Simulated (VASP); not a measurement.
Runs of VASP 6.6.1 on BaTiO3. It takes space group R3m (No. 160, trigonal). Conventional cell: a = 5.655 Å, b = 5.655 Å, c = 6.955 Å, α = 90.00°, β = 90.00°, γ = 120.00°. Within 3.7 Å of Ba (site symmetry 3m) lie 12 O at 2.79 to 2.89 Å and 8 Ti at 3.37 to 3.59 Å. Within 2.5 Å of Ti (site symmetry 3m) lie 6 O at 1.87 to 2.14 Å. O (site symmetry m) has 2 Ti at 1.87 to 2.14 Å within 2.5 Å. 

```tsv
k mesh	gap on the mesh (eV)	pressure (GPa)	largest force (eV/Å)
2 × 2 × 2	2.23	2.3	2.07
3 × 3 × 3	(a)	0.7	0.23
4 × 4 × 4	2.34	0.6	(b)
6 × 6 × 6	2.34	0.6	0.14
```

Alike in all rows: task single point; level PBEsol; potentials or basis VASP PAW PBE potentials, release 64 (Ba_sv, Ti_sv, O); no spin polarisation; cell as given; cutoff (eV) 520; smearing gaussian 0.01 eV.

Q: Fill in the values left out.

A: (a) 2.62; (b) 0.13.

Caveats: some runs use coarse meshes; the PAW data sets were made with another functional, which shifts forces and pressure a little; spin-orbit coupling is left out, which moves the levels of the heavy elements.

A k mesh can miss the band edges, and the runs leave out spin-orbit coupling on Ba.
